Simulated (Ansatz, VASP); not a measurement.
**Pt: VASP beside Ansatz**

The input INCAR:

```
SYSTEM = Pt
PREC     = Accurate       ! precision mode
ENCUT    = 520            ! plane-wave cutoff, eV
EDIFF    = 1E-6           ! SCF threshold, eV
ISMEAR   = -1             ! smearing method
SIGMA    = 0.05           ! smearing width, eV
LREAL    = .False.        ! projectors in reciprocal space
LASPH    = .True.         ! aspherical terms in the spheres
NELM     = 150            ! most SCF steps
ALGO     = Normal         ! electronic algorithm
ISIF     = 2              ! what is computed and relaxed
LWAVE    = .False.        ! write WAVECAR
LCHARG   = .False.        ! write CHGCAR
MAGMOM   = 0 0 1          ! initial moments
LORBIT   = 11             ! projections on sites
LSORBIT  = .True.         ! spin-orbit coupling
GGA_COMPAT= .False.      
LORBMOM  = .True.       
LMAXMIX  = 4              ! l up to which the mixer works
GGA      = PS             ! functional
NBANDS   = 21             ! bands
```

Contents of KPOINTS:

```
Automatic mesh
0
Gamma
  14 14 14
  0 0 0
```

Contents of POSCAR:

```
Pt
1.0
    0.0000000000      1.9589273114      1.9589273114
    1.9589273114      0.0000000000      1.9589273114
    1.9589273114      1.9589273114      0.0000000000
Pt
1
Direct
    0.0000000000      0.0000000000      0.0000000000
```

Input for Ansatz:

```yaml
crystal:
  lattice:
    - [0.0, 1.9589273114, 1.9589273114]
    - [1.9589273114, 0.0, 1.9589273114]
    - [1.9589273114, 1.9589273114, 0.0]
  atoms:
    - { symbol: Pt, position: [0.0, 0.0, 0.0], spin: 1.0, spin_axis: [0, 0, 1] }
hamiltonian:
  xc: pbesol
  pseudopotentials:
    kind: paw_fr
    azcp:
      Pt: "pseudopotentials/Pt.paw.azcp"
basis:
  ecutwfc: 420
  fft_grid_basis: typed
kpoints:
  mp_grid: { grid: [14, 14, 14], shift: [0, 0, 0] }
magnetization:
  noncollinear: true
  spin_orbit: true
scf:
  occupations: { method: fermi_dirac, width: 0.05 }
```

Alike in both runs: task single point; functional PBEsol; k mesh 14 × 14 × 14; occupations fermi-dirac, width 0.05 eV; non-collinear spin, spin-orbit coupling.

|  | VASP | Ansatz |
| --- | --- | --- |
| version | VASP 6.6.1 | Ansatz 0.2.0 |
| potentials or method | VASP PAW PBE potentials, release 64 (Pt), cutoff 520 eV | plane waves (420 eV) with PAW, fully relativistic with spin-orbit coupling |
| valence electrons in the cell | 10 | 18 |

|  | VASP | Ansatz | Ansatz less VASP |
| --- | --- | --- | --- |
| net moment per atom (μB) | 0.00 | 0.00 | -0.003 |

VASP's potentials were made for PBE, not for PBEsol, and Ansatz warns of the same on its side. VASP's potentials hold 10 valence electrons a cell and Ansatz's 18, so a difference there can come from the potentials and not from the codes. Ansatz's warnings: seeded moment not kept.
